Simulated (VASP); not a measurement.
Sr3Zn: relaxation of cell and atoms with PBE

The system is Sr3Zn.

```
Sr Zn
1.0
     5.47994    0.00000    0.00000
     0.00000    5.47994    0.00000
     0.00000    0.00000    5.47994
Sr Zn
3 1
Direct
  0.50000 0.00000 0.50000
  0.50000 0.50000 0.00000
  0.00000 0.50000 0.50000
  0.00000 0.00000 0.00000
```

| Quantity | Value |
| --- | --- |
| Program | VASP 6.6.1 |
| Task | relaxation of cell and atoms |
| Functional | PBE |
| Potentials or basis | VASP PAW PBE potentials, release 64 (Sr_sv, Zn) |
| Cutoff | 600 eV |
| k mesh | 8 × 8 × 8 |
| Occupations | gaussian, width 0.1 eV |
| Spin | no spin polarisation |
| Dipole correction | no |
| Further INCAR settings | ALGO = Fast; EDIFF = 1e-06; IBRION = 2; EDIFFG = -0.01; NSW = 100; ISIF = 3 |

```json
{
  "Relaxed volume": "41.45 Å³/atom",
  "Relaxed cell": "a = 5.494 Å, b = 5.494 Å, c = 5.494 Å, α = 90.00°, β = 90.00°, γ = 90.00°",
  "Space group after relaxing (to 0.1 Å)": "Pm-3m (No. 221)",
  "Energy gained by relaxing": "0.1 meV/atom",
  "Ionic steps": "3",
  "Pressure after relaxing": "0.0 GPa",
  "Band gap on the k mesh": "zero (bands 21 and 22 overlap by 0.53 eV)"
}
```

Step by step:
```csv
step,energy change (eV),largest force (eV/Å),pressure (GPa),volume (Å³)
1,0.0000,0.0000,0.13,164.56
2,-0.0005,0.0000,0.06,165.36
3,-0.0006,0.0000,0.03,165.79
```

Final structure:
```xyz
4
Lattice="5.4936 0.0000 0.0000 0.0000 5.4936 0.0000 0.0000 0.0000 5.4936" Properties=species:S:1:pos:R:3 pbc="T T T"
Sr    2.7468    0.0000    2.7468
Sr    2.7468    2.7468    0.0000
Sr    0.0000    2.7468    2.7468
Zn    0.0000    0.0000    0.0000
```

Levels at points of the mesh, in eV from the Fermi level:
```
           k point  band 17  band 18  band 19  band 20  band 21  band 22  band 23  band 24  band 25
(0.00, 0.00, 0.00)    -6.79    -4.76    -1.71     0.11     0.11     0.77     0.77     0.77     1.04
(0.50, 0.00, 0.00)    -6.78    -3.90    -2.55    -0.30     0.26     0.26     1.13     1.19     1.62
(0.50, 0.50, 0.00)    -6.78    -3.48    -1.47    -1.47    -0.80     0.20     1.10     1.30     1.30
(0.50, 0.50, 0.50)    -6.78    -3.54    -0.62    -0.62    -0.62    -0.08    -0.08    -0.08     0.68
```

Run time: 5.4 min on 1 thread of AMD EPYC 9R45 96-Core Processor (Zen 5) (shared host), peak memory 0.42 GiB.
